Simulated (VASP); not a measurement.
# Ge3N4: single point with PBE

The system is Ge3N4.

```
CELL_PARAMETERS angstrom
8.12939 0.00000 0.00000
-4.06470 7.04026 0.00000
0.00000 0.00000 3.11409
ATOMIC_POSITIONS crystal
Ge 0.82909 0.23535 0.75000
Ge 0.59375 0.82909 0.25000
Ge 0.23535 0.40625 0.25000
Ge 0.76465 0.59375 0.75000
Ge 0.40625 0.17091 0.75000
Ge 0.17091 0.76465 0.25000
N 0.66667 0.33333 0.75000
N 0.33333 0.66667 0.25000
N 0.66953 0.97251 0.75000
N 0.69702 0.66953 0.25000
N 0.97251 0.30298 0.25000
N 0.02749 0.69702 0.75000
N 0.33047 0.02749 0.25000
N 0.30298 0.33047 0.75000
```

```
Program             : VASP 6.6.1
Task                : single point
Functional          : PBE
Potentials or basis : VASP PAW PBE potentials, release 64 (Ge_d, N)
Cutoff              : 600 eV
k mesh              : 6 × 6 × 10
Occupations         : gaussian, width 0.02 eV
Spin                : no spin polarisation
```

| Property | Result |
| --- | --- |
| Pressure | -0.6 GPa |
| Largest force | 0.007 eV/Å |
| Band gap on the k mesh | 1.83 eV |

Forces in eV/Å, atoms in the order of the input:
```
Ge  -0.007 -0.002  0.000
Ge  -0.002 -0.007  0.000
Ge  -0.005  0.005  0.000
Ge   0.005 -0.005  0.000
Ge   0.002  0.007  0.000
Ge   0.007  0.002  0.000
N    0.000  0.000  0.000
N    0.000  0.000  0.000
N    0.005 -0.002  0.000
N    0.005  0.003  0.000
N    0.000 -0.006  0.000
N    0.000  0.006  0.000
N   -0.005  0.002  0.000
N   -0.005 -0.003  0.000
```

Stress tensor (GPa, compression positive):
```
-0.58  0.00  0.00
 0.00 -0.58  0.00
 0.00  0.00 -0.66
```

Levels at points of the mesh, in eV from the valence-band top:
```tsv
k point	band 60	band 61	band 62	band 63	band 64	band 65
(0.00, 0.00, 0.00)	-0.44	-0.22	0.00	1.83	3.25	3.25
(0.50, 0.00, 0.00)	-0.50	-0.11	-0.05	2.99	3.20	3.69
(0.00, 0.00, 0.50)	-1.17	-1.16	-1.16	4.22	4.22	4.22
(0.50, 0.00, 0.50)	-1.10	-0.85	-0.85	3.70	3.70	4.85
```

Wall time 11 min on 1 thread of Intel(R) Xeon(R) 6975P-C (Granite Rapids), on a shared host, peak memory 0.71 GiB.

A k mesh can miss the band edges.
